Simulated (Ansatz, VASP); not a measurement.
**Two plane-wave programs on Ni**

```
CELL_PARAMETERS angstrom
-1.47436 1.47436 1.26647
1.47436 -1.47436 1.26647
1.47436 1.47436 -1.26647
ATOMIC_POSITIONS crystal
Ni 0.00000 0.00000 0.00000
```

Alike in both runs: functional PBE; k mesh 22 × 22 × 22; occupations gaussian, width 0.1 eV; collinear spin.

Ansatz relaxed the structure, and its values are those at the end. VASP's run is a single point on that final structure, the one shown.

|  | VASP | Ansatz |
| --- | --- | --- |
| version | VASP 6.6.1 | Ansatz 0.2.0 |
| potentials or method | VASP PAW PBE potentials, release 64 (Ni), cutoff 520 eV | scalar-relativistic, plane waves, PAW |
| valence electrons in the cell | 10 | 18 |

Ansatz gave:

```
gap on the k mesh at the Fermi level (eV)                     : none
pressure (GPa)                                                : 0.0
net moment per atom (μB)                                      : 0.61
size of the moment on the site where the two differ most (μB) : 0.64
```

Question: Estimate VASP's values.

Answer: gap on the k mesh at the Fermi level (eV): none; pressure (GPa): -0.2; net moment per atom (μB): 0.59; size of the moment on the site where the two differ most (μB): 0.61.

Site moments also hang on the region over which each program counts them. A gap of «none» marks a metal or a gap that the smearing closes. VASP's potentials hold 10 valence electrons a cell and Ansatz's 18, so a difference there can come from the potentials and not from the codes.
